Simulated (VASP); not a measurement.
# ZnS (F-43m) in VASP: further runs

ZnS is run at these levels: PBEsol; tasks: elastic constants.

All numbers are computed with VASP 6.6.1; they aren't measurements. Logs are shortened: lines on timing, memory, paths and dates and some standing lists are left out, and cuts for length are marked.

## Step 1: The cell of the first run

The structure is cubic, space group F-43m (No. 216). Conventional cell: a = 5.224 Å, b = 5.224 Å, c = 5.224 Å, α = 90.00°, β = 90.00°, γ = 90.00°. Zn (site symmetry -43m) has 4 S at 2.26 Å within 3.0 Å. S (site symmetry -43m) has 4 Zn at 2.26 Å within 3.0 Å.

## Step 2: Elastic constants, PBEsol

INCAR reads:

```
PREC = Accurate
ENCUT = 600
EDIFF = 1E-8
ISMEAR = 0
SIGMA = 0.01
LREAL = False
LASPH = True
NELM = 80
ALGO = Normal
ISIF = 3
LWAVE = False
LCHARG = True
GGA = PS
NBANDS = 16
IBRION = 6
NFREE = 2
POTIM = 0.015
NSW = 1
```

KPOINTS reads:

```
regular mesh
0
Gamma
  8 8 8
```

POSCAR reads:

```
ZnS
1.0
    0.0000000000      2.6122375449      2.6122375449
    2.6122375449      0.0000000000      2.6122375449
    2.6122375449      2.6122375449      0.0000000000
Zn S
1 1
Direct
    0.7500000000      0.7500000000      0.7500000000
    0.0000000000      0.0000000000      0.0000000000
```

Potentials or basis: VASP PAW PBE potentials, release 64 (Zn, S).

On the command line:

```console
cat potpaw_PBE.64/Zn/POTCAR potpaw_PBE.64/S/POTCAR > POTCAR
mpirun -np 1 vasp_std > vasp.out
```

OUTCAR:

```text
PREC = Accurate
   ENCUT = 600
   EDIFF = 1E-8
   ISMEAR = 0
   LREAL = False
   LASPH = True
   NELM = 80
   ISIF = 3
   GGA = PS
   IBRION = 6
   NFREE = 2
   POTIM = 0.015
   NSW = 1

 ion  position               nearest neighbor table
   1  0.750  0.750  0.750-   2 2.26   2 2.26   2 2.26   2 2.26
   2  0.000  0.000  0.000-   1 2.26   1 2.26   1 2.26   1 2.26

  LATTYP: Found a face centered cubic cell.
 ALAT       =     5.2244750898

  Lattice vectors:

 A1 = (   0.0000000000,   2.6122375449,   2.6122375449)
 A2 = (   2.6122375449,   0.0000000000,   2.6122375449)
 A3 = (   2.6122375449,   2.6122375449,   0.0000000000)

Analysis of symmetry for initial positions (statically):
=====================================================================
 Subroutine PRICEL returns:
 Original cell was already a primitive cell.

 Routine SETGRP: Setting up the symmetry group for a
 face centered cubic supercell.

 Subroutine GETGRP returns: Found 24 space group operations
 (whereof 24 operations were pure point group operations)
 out of a pool of 48 trial point group operations.

The static configuration has the point symmetry T_d .

Analysis of symmetry for dynamics (positions and initial velocities):
=====================================================================
 Subroutine PRICEL returns:
 Original cell was already a primitive cell.

 Routine SETGRP: Setting up the symmetry group for a
 face centered cubic supercell.

 Subroutine GETGRP returns: Found 24 space group operations
 (whereof 24 operations were pure point group operations)
 out of a pool of 48 trial point group operations.

The dynamic configuration has the point symmetry T_d .

 Subroutine INISYM returns: Found 24 space group operations
 (whereof 24 operations are pure point group operations),
 and found     1 'primitive' translations

----------------------------------------------------------------------------------------

                                     Primitive cell

  volume of cell :      35.6507

  direct lattice vectors                    reciprocal lattice vectors
     0.000000000  2.612237545  2.612237545    -0.191406789  0.191406789  0.191406789
     2.612237545  0.000000000  2.612237545     0.191406789 -0.191406789  0.191406789
     2.612237545  2.612237545  0.000000000     0.191406789  0.191406789 -0.191406789

  length of vectors
     3.694261764  3.694261764  3.694261764     0.331526283  0.331526283  0.331526283

  position of ions in fractional coordinates (direct lattice)
     0.750000000  0.750000000  0.750000000
     0.000000000  0.000000000  0.000000000

  ion indices of the primitive-cell ions
   primitive index   ion index
                 1           1
                 2           2

----------------------------------------------------------------------------------------

 KPOINTS: regular mesh

Automatic generation of k-mesh.
 Grid dimensions read from file:
 generate k-points for:    8    8    8

 Generating k-lattice:

  Cartesian coordinates                     Fractional coordinates (reciprocal lattice)
    -0.023925849  0.023925849  0.023925849     0.125000000  0.000000000  0.000000000
     0.023925849 -0.023925849  0.023925849     0.000000000  0.125000000  0.000000000
     0.023925849  0.023925849 -0.023925849     0.000000000  0.000000000  0.125000000

  Length of vectors
     0.041440785  0.041440785  0.041440785

  Shift w.r.t. Gamma in fractional coordinates (k-lattice)
     0.000000000  0.000000000  0.000000000

 Subroutine IBZKPT returns following result:
 ===========================================

 Found     29 irreducible k-points:

 Following reciprocal coordinates:
            Coordinates               Weight
  0.000000  0.000000  0.000000      1.000000
  0.125000  0.000000  0.000000      8.000000
  0.250000  0.000000  0.000000      8.000000
  0.375000  0.000000  0.000000      8.000000
  0.500000  0.000000  0.000000      4.000000
  0.125000  0.125000  0.000000      6.000000
[... 16 lines left out ...]
  0.500000  0.250000  0.125000     48.000000
 -0.375000  0.250000  0.125000     24.000000
 [... further k-points ...]
[... 26 lines left out ...]
   POTIM  = 0.0150    time-step for ionic-motion
   TEBEG  =    0.0;   TEEND  =   0.0 temperature during run
   PSTRESS=    0.0 pullay stress
   NELECT =      18.0000    total number of electrons
   NUPDOWN=      -1.0000    fix difference up-down
   EMIN   =  10.00;   EMAX   =-10.00  energy-range for DOS
   EFERMI =   0.00;   METHOD = LEGACY
   ISMEAR =     0;   SIGMA  =   0.01  broadening in eV -4-tet -1-fermi 0-gaus
   EFERMI_NEDOS =   21; number of points for ismear=-14 and -15
   IALGO  =     38    algorithm
   IMIX   =      4    mixing-type and parameters
     AMIX     =   0.40;   BMIX     =  1.00
     AMIX_MAG =   1.60;   BMIX_MAG =  1.00
  volume/ion in A,a.u.               =      17.83       120.29
  Fermi-wavevector in a.u.,A,eV,Ry     =   1.303596  2.463439 23.121229  1.699362
  Thomas-Fermi vector in A             =   2.434588
   LORBIT       =      0    0 simple, 1 ext, 2 COOP (PROOUT), +10 PAW based schemes
   GGA     = PS    functional components
   LHFCALC =     F    Hartree Fock is set to
   AEXX    =    0.0000 exact exchange contribution
   IVDW    =     0    specifies the selected vdW correction
   LEPSILON=     F    determine dielectric tensor
   LRPA    =     F    only Hartree local field effects (RPA)
 finite differences with symmetry
 non-spin polarized calculation
 Gauss-broadening in eV      SIGMA  =   0.01
  energy-cutoff  :      600.00
  volume of cell :       35.65
 maximum number of plane-waves:      1243
 NGX is ok and might be reduce to    30
   NGX = 15   NGY = 15   NGZ = 15

--------------------------------------- Ionic step        1  -------------------------------------------

 number of electron      17.9999992 magnetization

 Free energy of the ion-electron system (eV)
  ---------------------------------------------------
  ext. energy  EPLUGINS =         0.00000000
  ---------------------------------------------------
  free energy    TOTEN  =        -7.52782114 eV

  energy without entropy =       -7.52782114  energy(sigma->0) =       -7.52782114

------------------------ aborting loop because EDIFF is reached ----------------------------------------

  FORCE on cell =-STRESS in cart. coord.  units (eV):
  Direction    XX          YY          ZZ          XY          YZ          ZX
  --------------------------------------------------------------------------------------
  -------------------------------------------------------------------------------------
  Total        1.6084945      1.6084945      1.6084945      0.0000000     -0.0000000      0.0000000
  in kB       72.2873277     72.2873277     72.2873277      0.0000000     -0.0000000      0.0000000
  external PRESSURE =      72.2873277 kB  Pullay stress =       0.0000000 kB
[... 89 lines left out ...]
  FREE ENERGIE OF THE ION-ELECTRON SYSTEM (eV)
  ---------------------------------------------------
  free  energy   TOTEN  =        -7.5002956962 eV

  energy  without entropy=       -7.5002956962  energy(sigma->0) =       -7.50029570

[... ionic steps 4 to 14 ...]

--------------------------------------- Ionic step       15  -------------------------------------------

 number of electron      17.9999996 magnetization

------------------------ aborting loop because EDIFF is reached ----------------------------------------
[... 67 lines left out ...]
--------------------------------------- Ionic step       17  -------------------------------------------

 number of electron      17.9999992 magnetization

 Free energy of the ion-electron system (eV)
  ---------------------------------------------------
  ext. energy  EPLUGINS =         0.00000000
  ---------------------------------------------------
  free energy    TOTEN  =        -7.52692639 eV

  energy without entropy =       -7.52692639  energy(sigma->0) =       -7.52692639

 E-fermi :   3.0796     XC(G=0): -10.3331

 val. band max:        3.0311389932   @ k =   0.0000   0.0000   0.0000
 cond. band min:       5.4470510694   @ k =   0.0000   0.0000   0.0000
 fundamental gap:      2.4159120762
 Fermi energy:         3.0795712454

 k-point     1 :       0.0000    0.0000    0.0000
  band No.  band energies     occupation
      1     -10.9027      2.00000
      2      -3.8387      2.00000
      3      -3.8245      2.00000
      4      -3.8102      2.00000
      5      -3.1985      2.00000
      6      -3.1983      2.00000
[... 433 lines left out ...]
      3      -3.5944      2.00000
      4      -3.3050      2.00000
      5      -3.1888      2.00000
      6      -2.8883      2.00000
[... 8 lines left out ...]
     15      16.7338      0.00000
     16      17.7184      0.00000

 [... further k-points ...]
[... 5 lines left out ...]
  --------------------------------------------------------------------------------------
  -------------------------------------------------------------------------------------
  Total        1.6084128      1.6114193      1.6114193      0.0000000      0.1397313      0.0000000
  in kB       72.2836556     72.4187716     72.4187716      0.0000000      6.2796601      0.0000000
  external PRESSURE =      72.3737329 kB  Pullay stress =       0.0000000 kB
[... 17 lines left out ...]
  FREE ENERGIE OF THE ION-ELECTRON SYSTEM (eV)
  ---------------------------------------------------
  free  energy   TOTEN  =        -7.5269263890 eV

  energy  without entropy=       -7.5269263890  energy(sigma->0) =       -7.52692639

 INTERNAL STRAIN TENSORS FROM STRAINED CELLS
 ============================================

 INTERNAL STRAIN TENSOR FOR ION    1 for displacements in x,y,z  (eV/Angst):
          X           Y           Z          XY          YZ          ZX
  --------------------------------------------------------------------------------
  x     0.00000     0.00000    -0.00000     0.00000     9.30020     0.00000
  y    -0.00000    -0.00000    -0.00000     0.00000     0.00000     9.30026
  z    -0.00000     0.00000     0.00000     9.30010    -0.00000     0.00000

 INTERNAL STRAIN TENSORS FROM DISPLACED ATOMS
 ============================================

 INTERNAL STRAIN TENSOR FOR ION    1 for displacements in x,y,z  (eV/Angst):
          X           Y           Z          XY          YZ          ZX
  --------------------------------------------------------------------------------
  x     0.00000     0.00000     0.00000     0.00000     9.29777     0.00000
  y    -0.00000     0.00000    -0.00000     0.00000     0.00000     9.29777
  z     0.00000     0.00000     0.00000     9.29777     0.00000     0.00000

 INTERNAL STRAIN TENSOR FOR ION    2 for displacements in x,y,z  (eV/Angst):
          X           Y           Z          XY          YZ          ZX
  --------------------------------------------------------------------------------
  x     0.00000    -0.00000    -0.00000     0.00000    -9.30509     0.00000
  y    -0.00000     0.00000    -0.00000     0.00000     0.00000    -9.30509
  z    -0.00000    -0.00000     0.00000    -9.30509     0.00000     0.00000

 Eigenvectors and eigenvalues of the dynamical matrix
 ----------------------------------------------------

   1 f  =    9.503674 THz    59.713346 2PiTHz  317.008447 cm-1    39.304021 meV
             X         Y         Z           dx          dy          dz
      3.918356  3.918356  3.918356     0.000000    0.573134    0.000000
      0.000000  0.000000  0.000000     0.000000   -0.819462    0.000000
[... 21 lines left out ...]
   6 f/i=    0.005545 THz     0.034839 2PiTHz    0.184954 cm-1     0.022931 meV
             X         Y         Z           dx          dy          dz
      3.918356  3.918356  3.918356     0.000000    0.000000    0.819462
      0.000000  0.000000  0.000000     0.000000    0.000000    0.573134

--------------------------------------------------------------------------------------------------------

 ELASTIC MODULI CONTR FROM IONIC RELAXATION (kBar)
 Direction    XX          YY          ZZ          XY          YZ          ZX
 --------------------------------------------------------------------------------
 XX          -0.0000     -0.0000     -0.0000     -0.0000     -0.0000      0.0000
 YY          -0.0000     -0.0000     -0.0000     -0.0000     -0.0000     -0.0000
 ZZ          -0.0000     -0.0000     -0.0000     -0.0000     -0.0000      0.0000
 XY          -0.0000     -0.0000     -0.0000   -489.2122      0.0000      0.0000
 YZ          -0.0000     -0.0000     -0.0000      0.0000   -489.2122      0.0000
 ZX           0.0000     -0.0000      0.0000      0.0000      0.0000   -489.2122
 --------------------------------------------------------------------------------

 TOTAL ELASTIC MODULI (kBar)
 Direction    XX          YY          ZZ          XY          YZ          ZX
 --------------------------------------------------------------------------------
 XX        1275.9569    897.1187    897.1187     -0.0000     -0.0000      0.0000
 YY         897.1187   1275.9569    897.1187     -0.0000     -0.0000      0.0000
 ZZ         897.1187    897.1187   1275.9569      0.0000     -0.0000      0.0000
 XY          -0.0000     -0.0000      0.0000    476.6740      0.0000     -0.0000
 YZ          -0.0000     -0.0000     -0.0000      0.0000    476.6740     -0.0000
 ZX           0.0000      0.0000      0.0000     -0.0000     -0.0000    476.6740
 --------------------------------------------------------------------------------
```

It took 8.7 min on 1 thread of AMD EPYC 9R45 (Zen 5), shared host; peak memory 0.29 GiB.

What came out:

| Quantity | Value |
| --- | --- |
| Elastic constants C11, C12, C44 | 128, 90, 48 GPa |
| Voigt bulk modulus | 102 GPa |
| Highest phonon frequency at Γ, LO-TO splitting left out | 317 cm⁻¹ |

Phonon frequencies in cm⁻¹ (negative: imaginary):
```tsv
q point	frequencies
(0.000, 0.000, 0.000)	0 0 0 317 317 317
```

Elastic tensor in Voigt notation (GPa, in the Cartesian axes of the cell as first typed):
```
128  90  90   0   0   0
 90 128  90   0   0   0
 90  90 128   0   0   0
  0   0   0  48   0   0
  0   0   0   0  48   0
  0   0   0   0   0  48
```

Clamped-ion elastic tensor (GPa):
```
128  90  90   0   0   0
 90 128  90   0   0   0
 90  90 128   0   0   0
  0   0   0  97   0   0
  0   0   0   0  97   0
  0   0   0   0   0  97
```

Caveat: the cell is under stress, which shifts elastic constants; the PAW data sets were made with another functional, which shifts forces and pressure a little.

(Continued in part 2 of 2.)
